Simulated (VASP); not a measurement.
# Al (I4/mmm) in VASP: notebook

Runs on Al. Level: PBE+D3(BJ). Tasks: single point.

Everything below comes from runs of VASP 6.6.1. Logs are shortened: lines on timing, memory, paths and dates and some standing lists are left out, and cuts for length are marked.

### Step 1. The cell of the first run

It takes space group I4/mmm (No. 139, tetragonal). Conventional cell: a = 2.870 Å, b = 2.870 Å, c = 3.220 Å, α = 90.00°, β = 90.00°, γ = 90.00°. Al (site symmetry 4/mmm) has 14 Al at 2.59 to 3.22 Å within 3.4 Å.

### Step 2. Single point, PBE+D3(BJ) (13.26 Å³/atom)

Contents of INCAR:

```
SYSTEM = Al
PREC = Accurate ; ENCUT = 520
EDIFF = 1E-7 ; ISMEAR = 0
SIGMA = 0.15 ; LREAL = .False.
LASPH = .True. ; NELM = 80
ALGO = Normal ; ISIF = 2
LWAVE = .False. ; LCHARG = .True.
GGA = PE ; IVDW = 12
LELF = .True. ; LVHAR = .True.
NBANDS = 8
```

Contents of KPOINTS:

```
Automatic mesh
0
Gamma
  22 22 22
  0 0 0
```

Contents of POSCAR:

```
Al
1.0
    0.0000000000      2.0294433876      1.6097544951
    2.0294433876      0.0000000000      1.6097544951
    2.0294433876      2.0294433876      0.0000000000
Al
1
Direct
    0.0000000000      0.0000000000      0.0000000000
```

Potentials or basis: VASP PAW PBE potentials, release 64 (Al).

The run is started by

```sh
> cat potpaw_PBE.64/Al/POTCAR > POTCAR
> mpirun -np 1 vasp_std > vasp.out
```

OUTCAR:

```text
SYSTEM = Al
   PREC = Accurate
   ENCUT = 520
   EDIFF = 1E-7
   ISMEAR = 0
   LREAL = .False.
   LASPH = .True.
   NELM = 80
   ISIF = 2
   GGA = PE
   IVDW = 12
 IVDW          = 12

 ion  position               nearest neighbor table
   1  0.000  0.000  0.000-

  LATTYP: Found a body centered tetragonal cell.
 ALAT       =     2.8700663628
 C/A-ratio  =     1.1217541977

  Lattice vectors:

 A1 = (   0.0000000000,  -2.0294433876,  -1.6097544951)
 A2 = (   0.0000000000,   2.0294433876,  -1.6097544951)
 A3 = (   2.0294433876,   0.0000000000,   1.6097544951)

Analysis of symmetry for initial positions (statically):
=====================================================================
 Subroutine PRICEL returns:
 Original cell was already a primitive cell.

 Routine SETGRP: Setting up the symmetry group for a
 body centered tetragonal supercell.

 Subroutine GETGRP returns: Found 16 space group operations
 (whereof 16 operations were pure point group operations)
 out of a pool of 16 trial point group operations.

The static configuration has the point symmetry D_4h.

Analysis of symmetry for dynamics (positions and initial velocities):
=====================================================================
 Subroutine PRICEL returns:
 Original cell was already a primitive cell.

 Routine SETGRP: Setting up the symmetry group for a
 body centered tetragonal supercell.

 Subroutine GETGRP returns: Found 16 space group operations
 (whereof 16 operations were pure point group operations)
 out of a pool of 16 trial point group operations.

The dynamic configuration has the point symmetry D_4h.

 Subroutine INISYM returns: Found 16 space group operations
 (whereof 16 operations are pure point group operations),
 and found     1 'primitive' translations

----------------------------------------------------------------------------------------

                                     Primitive cell

  volume of cell :      13.2600

  direct lattice vectors                    reciprocal lattice vectors
     0.000000000  2.029443388  1.609754495    -0.246372973  0.246372973  0.310606370
     2.029443388  0.000000000  1.609754495     0.246372973 -0.246372973  0.310606370
     2.029443388  2.029443388  0.000000000     0.246372973  0.246372973 -0.310606370

  length of vectors
     2.590357118  2.590357118  2.870066363     0.466771465  0.466771465  0.466771465

  position of ions in fractional coordinates (direct lattice)
     0.000000000  0.000000000  0.000000000

  ion indices of the primitive-cell ions
   primitive index   ion index
                 1           1

----------------------------------------------------------------------------------------

 KPOINTS: Automatic mesh

Automatic generation of k-mesh.
 Grid dimensions read from file:
 generate k-points for:   22   22   22

 Generating k-lattice:

  Cartesian coordinates                     Fractional coordinates (reciprocal lattice)
    -0.011198771  0.011198771  0.014118471     0.045454545  0.000000000  0.000000000
     0.011198771 -0.011198771  0.014118471     0.000000000  0.045454545  0.000000000
     0.011198771  0.011198771 -0.014118471     0.000000000  0.000000000  0.045454545

  Length of vectors
     0.021216885  0.021216885  0.021216885

  Shift w.r.t. Gamma in fractional coordinates (k-lattice)
     0.000000000  0.000000000  0.000000000

 Subroutine IBZKPT returns following result:
 ===========================================

 Found    834 irreducible k-points:

 Following reciprocal coordinates:
            Coordinates               Weight
  0.000000  0.000000  0.000000      1.000000
  0.045455  0.000000  0.000000      8.000000
  0.090909  0.000000  0.000000      8.000000
  0.136364  0.000000  0.000000      8.000000
  0.181818  0.000000  0.000000      8.000000
  0.227273  0.000000  0.000000      8.000000
[... 16 lines left out ...]
  0.500000  0.045455  0.000000      8.000000
 -0.454545  0.045455  0.000000      8.000000
 [... further k-points ...]
   k-points           NKPTS =    834   k-points in BZ     NKDIM =    834   number of bands    NBANDS=      8
   number of dos      NEDOS =    301   number of ions     NIONS =      1
   total plane-waves  NPLWV =   9600
   dimension x,y,z NGX =    20 NGY =   20 NGZ =   24
   dimension x,y,z NGXF=    40 NGYF=   40 NGZF=   48
   ions per type =               1
   NGX,Y,Z   is equivalent  to a cutoff of  12.84, 12.84, 13.90 a.u.
   NGXF,Y,Z  is equivalent  to a cutoff of  25.67, 25.67, 27.80 a.u.
 SYSTEM =  Al
   PREC   = accura    normal or accurate (medium, high low for compatibility)
   ISTART =      0    job   : 0-new  1-cont  2-samecut
   ICHARG =      2    charge: 1-file 2-atom 10-const
   ISPIN  =      1    spin polarized calculation?
   LNONCOLLINEAR =      F non collinear calculations
   LSORBIT =      F    spin-orbit coupling
   LASPH  =      T    aspherical Exc in radial PAW
   ENCUT  =  520.0 eV  38.22 Ry    6.18 a.u.   4.82  4.82  5.34*2*pi/ulx,y,z
   NELM   =     80;   NELMIN=  2; NELMDL= -5     # of ELM steps
   EDIFF  = 0.1E-06   stopping-criterion for ELM
   LREAL  =      F    real-space projection
   EDIFFG = 0.1E-05   stopping-criterion for IOM
   NSW    =      0    number of steps for IOM
   IBRION =     -1    ionic relax: 0-MD 1-quasi-New 2-CG
   NFREE  =      0    steps in history (QN), initial steepest desc. (CG)
   ISIF   =      2    stress and relaxation
   ISYM   =      2    0-nonsym 1-usesym 2-fastsym
   POTIM  = 0.5000    time-step for ionic-motion
   TEBEG  =    0.0;   TEEND  =   0.0 temperature during run
   PSTRESS=    0.0 pullay stress
   NELECT =       3.0000    total number of electrons
   NUPDOWN=      -1.0000    fix difference up-down
   EMIN   =  10.00;   EMAX   =-10.00  energy-range for DOS
   EFERMI =   0.00;   METHOD = LEGACY
   ISMEAR =     0;   SIGMA  =   0.15  broadening in eV -4-tet -1-fermi 0-gaus
   EFERMI_NEDOS =   21; number of points for ismear=-14 and -15
   IALGO  =     38    algorithm
   IMIX   =      4    mixing-type and parameters
     AMIX     =   0.40;   BMIX     =  1.00
     AMIX_MAG =   1.60;   BMIX_MAG =  1.00
  volume/ion in A,a.u.               =      13.26        89.48
  Fermi-wavevector in a.u.,A,eV,Ry     =   0.997549  1.885094 13.539202  0.995103
  Thomas-Fermi vector in A             =   2.129712
   LORBIT       =      0    0 simple, 1 ext, 2 COOP (PROOUT), +10 PAW based schemes
   GGA     = PE    functional components
   LHFCALC =     F    Hartree Fock is set to
   AEXX    =    0.0000 exact exchange contribution
   IVDW    =    12    specifies the selected vdW correction
   LEPSILON=     F    determine dielectric tensor
   LRPA    =     F    only Hartree local field effects (RPA)
 non-spin polarized calculation
 Gauss-broadening in eV      SIGMA  =   0.15
  energy-cutoff  :      520.00
  volume of cell :       13.26
 maximum number of plane-waves:       373
   NGX =  9   NGY =  9   NGZ = 11

 number of electron       3.0000000 magnetization

 Free energy of the ion-electron system (eV)
  ---------------------------------------------------
  ext. energy  EPLUGINS =         0.00000000
  ---------------------------------------------------
  free energy    TOTEN  =        -3.41201969 eV

  energy without entropy =       -3.40818994  energy(sigma->0) =       -3.41010482

 E-fermi :  10.4960     XC(G=0): -11.0195

 val. band max:       10.4871684575   @ k =   0.5000   0.5000   0.0000
 cond. band min:      10.4997138680   @ k =   0.3636   0.0455   0.0000
 fundamental gap:      0.0125454104
 Fermi energy:        10.4959760876

 k-point     1 :       0.0000    0.0000    0.0000
  band No.  band energies     occupation
      1      -2.2480      2.00000
      2      24.3975      0.00000
      3      24.3975      0.00000
      4      26.8819      0.00000
      5      27.3730      0.00000
      6      27.9267      0.00000
      7      28.4864      0.00000
      8      28.4864      0.00000

 k-point     2 :       0.0455    0.0000    0.0000
  band No.  band energies     occupation
      1      -2.1814      2.00000
      2      23.6765      0.00000
      3      24.1798      0.00000
      4      26.3005      0.00000
      5      27.0451      0.00000
      6      28.0003      0.00000
      7      28.7197      0.00000
      8      28.8254      0.00000

 k-point     3 :       0.0909    0.0000    0.0000
  band No.  band energies     occupation
      1      -1.9820      2.00000
      2      21.9366      0.00000
      3      23.6685      0.00000
      4      25.7607      0.00000
      5      26.3015      0.00000
      6      28.0082      0.00000
      7      28.8162      0.00000
      8      29.5282      0.00000

 k-point     4 :       0.1364    0.0000    0.0000
  band No.  band energies     occupation
      1      -1.6505      2.00000
      2      19.8934      0.00000
      3      23.0629      0.00000
      4      25.3248      0.00000
      5      25.4321      0.00000
      6      27.6261      0.00000
      7      28.9582      0.00000
      8      29.4204      0.00000

 k-point     5 :       0.1818    0.0000    0.0000
  band No.  band energies     occupation
      1      -1.1880      2.00000
      2      17.8205      0.00000
      3      22.4658      0.00000
      4      24.5780      0.00000
      5      24.8933      0.00000
      6      27.0307      0.00000
      7      28.9384      0.00000
      8      29.9591      0.00000
[... 177 lines left out ...]
 k-point    22 :       0.4545    0.0455    0.0000
  band No.  band energies     occupation
      1       4.1099      2.00000
      2       7.3171      2.00000
      3      19.5507      0.00000
      4      22.3045      0.00000
      5      22.5914      0.00000
      6      25.2371      0.00000
      7      30.9843      0.00000
      8      33.9772      0.00000

 k-point    23 :       0.5000    0.0455    0.0000
  band No.  band energies     occupation
      1       5.1647      2.00000
      2       6.1240      2.00000
      3      19.6122      0.00000
      4      22.3788      0.00000
      5      22.3953      0.00000
      6      24.9728      0.00000
      7      30.2609      0.00000
      8      34.6351      0.00000

 k-point    24 :      -0.4545    0.0455    0.0000
  band No.  band energies     occupation
      1       4.3834      2.00000
      2       6.9923      2.00000
      3      19.7875      0.00000
      4      22.3015      0.00000
      5      22.5628      0.00000
      6      24.7923      0.00000
      7      29.5313      0.00000
      8      35.3796      0.00000

 [... further k-points ...]

------------------------ aborting loop because EDIFF is reached ----------------------------------------

 Edisp (eV)   -0.42206

 E8    (eV) :    -0.1893

  FORCE on cell =-STRESS in cart. coord.  units (eV):
  Direction    XX          YY          ZZ          XY          YZ          ZX
  --------------------------------------------------------------------------------------
  -------------------------------------------------------------------------------------
  Total       1.71337     1.71337     2.34859     0.00000    -0.00000     0.00000
  in kB     207.02266   207.02266   283.77554     0.00000    -0.00000     0.00000
  external pressure =      232.61 kB  Pullay stress =        0.00 kB

 VOLUME and BASIS-vectors are now :
 -----------------------------------------------------------------------------
  energy-cutoff  :      520.00
  volume of cell :       13.26
      direct lattice vectors                 reciprocal lattice vectors
     0.000000000  2.029443388  1.609754495    -0.246372973  0.246372973  0.310606370
     2.029443388  0.000000000  1.609754495     0.246372973 -0.246372973  0.310606370
     2.029443388  2.029443388  0.000000000     0.246372973  0.246372973 -0.310606370

 POSITION                                       TOTAL-FORCE (eV/Angst)
 -----------------------------------------------------------------------------------
      0.00000      0.00000      0.00000         0.000000      0.000000      0.000000
 -----------------------------------------------------------------------------------
    total drift:                                0.000000     -0.000000     -0.000000

  FREE ENERGIE OF THE ION-ELECTRON SYSTEM (eV)
  ---------------------------------------------------
  free  energy   TOTEN  =        -3.8340783618 eV

  energy  without entropy=       -3.8302486114  energy(sigma->0) =       -3.83216349
```

It took 31 s on 1 thread of Intel Xeon Platinum 8559C (Emerald Rapids), shared host; peak memory 0.19 GiB.

Results:

| Quantity | Value |
| --- | --- |
| Free energy | -3.8341 eV |
| Pressure | 23.3 GPa |
| Band gap on the k mesh | zero (an odd number of electrons rules out a gap without spin polarisation) |
| Dispersion energy per atom | -0.422 eV |

Stress tensor (GPa, compression positive):
```
20.70  0.00  0.00
 0.00 20.70  0.00
 0.00  0.00 28.38
```

Levels at points of the mesh, in eV from the Fermi level:
| k point | band 1 | band 2 | band 3 | band 4 |
| --- | --- | --- | --- | --- |
| (0.00, 0.00, 0.00) | -12.74 | 13.90 | 13.90 | 16.39 |
| (0.50, 0.00, 0.00) | -5.37 | -4.46 | 9.84 | 11.06 |
| (0.50, 0.50, 0.00) | -0.01 | 1.45 | 3.38 | 3.64 |
| (0.50, 0.00, 0.50) | -4.68 | -3.36 | 7.17 | 8.47 |

Caveat: the cell stands under pressure.

### Step 3. Single point, PBE+D3(BJ) (14.10 Å³/atom)

This run uses another cell than the first one, of 14.10 Å³/atom.

Contents of INCAR:

```
  PREC = Accurate
  ENCUT = 520
  EDIFF = 1E-6
  ISMEAR = 0
  SIGMA = 0.15
  LREAL = F
  LASPH = T
  NELM = 60
  ALGO = Fast
  ISIF = 2
  LWAVE = F
  LCHARG = F
  GGA = PE
  IVDW = 12
  NBANDS = 8
```

Contents of KPOINTS:

```
regular mesh
0
Gamma
  22 22 22
```

Contents of POSCAR:

```
Al
1.0
    0.0000000000      1.8213494805      2.1255148438
    1.8213494805      0.0000000000      2.1255148438
    1.8213494805      1.8213494805      0.0000000000
Al
1
Direct
    0.0000000000      0.0000000000      0.0000000000
```

Potentials or basis: VASP PAW PBE potentials, release 64 (Al).

The run is started by

```sh
> cat potpaw_PBE.64/Al/POTCAR > POTCAR
> mpirun -np 1 vasp_std > vasp.out
```

Run time: 32 s. Hardware: 1 thread of Intel Xeon Platinum 8559C (Emerald Rapids), shared host; peak memory 0.2 GiB.

The run converged. Its results:

```
Free energy                : -3.9498 eV
Pressure                   : 15.3 GPa
Band gap on the k mesh     : zero (an odd number of electrons rules out a gap without spin polarisation)
Dispersion energy per atom : -0.396 eV
```

Stress tensor (GPa, compression positive):
```
21.79  0.00  0.00
 0.00 21.79  0.00
 0.00  0.00  2.22
```

Levels at points of the mesh, in eV from the Fermi level:
```csv
k point,band 1,band 2,band 3,band 4,band 5,band 6
"(0.00, 0.00, 0.00)",-12.21,12.59,14.56,14.56,16.38,16.38
"(0.50, 0.00, 0.00)",-5.13,-4.45,10.02,10.21,14.32,15.65
"(0.50, 0.50, 0.00)",-4.69,-3.74,6.73,8.69,8.69,12.76
"(0.50, 0.00, 0.50)",-2.33,-0.52,5.00,5.07,6.21,9.84
```

Caveat: the cell stands under pressure.

### Step 4. Single point, PBE+D3(BJ) (14.10 Å³/atom)

This run uses another cell than the first one, of 14.10 Å³/atom.

Contents of INCAR:

```
PREC = Accurate
ENCUT = 520
EDIFF = 1E-6
ISMEAR = 0
SIGMA = 0.15
LREAL = False
LASPH = True
NELM = 80
ALGO = Fast
ISIF = 2
LWAVE = False
LCHARG = False
GGA = PE
IVDW = 12
NBANDS = 8
```

KPOINTS is that of step 3.

Contents of POSCAR:

```
Al
1.0
    0.0000000000      2.2377968950      1.4080218063
    2.2377968950      0.0000000000      1.4080218063
    2.2377968950      2.2377968950      0.0000000000
Al
1
Direct
    0.0000000000      0.0000000000      0.0000000000
```

The run is started by

```sh
> cat potpaw_PBE.64/Al/POTCAR > POTCAR
> mpirun -np 1 vasp_std > vasp.out
```

Run time: 39 s. Hardware: 1 thread of Intel Xeon Platinum 8559C (Emerald Rapids), shared host; peak memory 0.2 GiB.

Results (log left out):

```
Free energy                : -3.9191 eV
Pressure                   : 14.3 GPa
Band gap on the k mesh     : zero (an odd number of electrons rules out a gap without spin polarisation)
Dispersion energy per atom : -0.396 eV
```

Stress tensor (GPa, compression positive):
```
14.80  0.00  0.00
 0.00 14.80  0.00
 0.00  0.00 13.29
```

Levels at points of the mesh, in eV from the Fermi level:
| k point | band 1 | band 2 | band 3 | band 4 | band 5 |
| --- | --- | --- | --- | --- | --- |
| (0.00, 0.00, 0.00) | -12.28 | 12.33 | 15.56 | 15.56 | 15.75 |
| (0.50, 0.00, 0.00) | -4.67 | -3.60 | 7.84 | 8.74 | 10.16 |
| (0.50, 0.50, 0.00) | 1.00 | 1.00 | 2.05 | 2.72 | 4.85 |
| (0.50, 0.00, 0.50) | -5.34 | -4.82 | 10.71 | 11.44 | 13.40 |

Caveat: the cell stands under pressure.

### Step 5. Overview

```csv
cell,gap on the mesh (eV),pressure (GPa)
"a = 2.590, b = 2.590, c = 2.870 Å, angles 56.4, 56.4, 67.3°, 1 atom",none,23.3
"a = 2.799, b = 2.799, c = 2.576 Å, angles 62.6, 62.6, 54.8°, 1 atom",none,15.3
"a = 2.644, b = 2.644, c = 3.165 Å, angles 53.2, 53.2, 73.5°, 1 atom",none,14.3
```

Alike in all rows: task single point; level PBE+D3(BJ); potentials or basis VASP PAW PBE potentials, release 64 (Al); no spin polarisation; k mesh 22 × 22 × 22; cutoff (eV) 520; smearing gaussian 0.15 eV.

Caveats: the cell stands under pressure.

Total energies depend on the potentials used, so only differences within one code and one set of settings carry meaning.
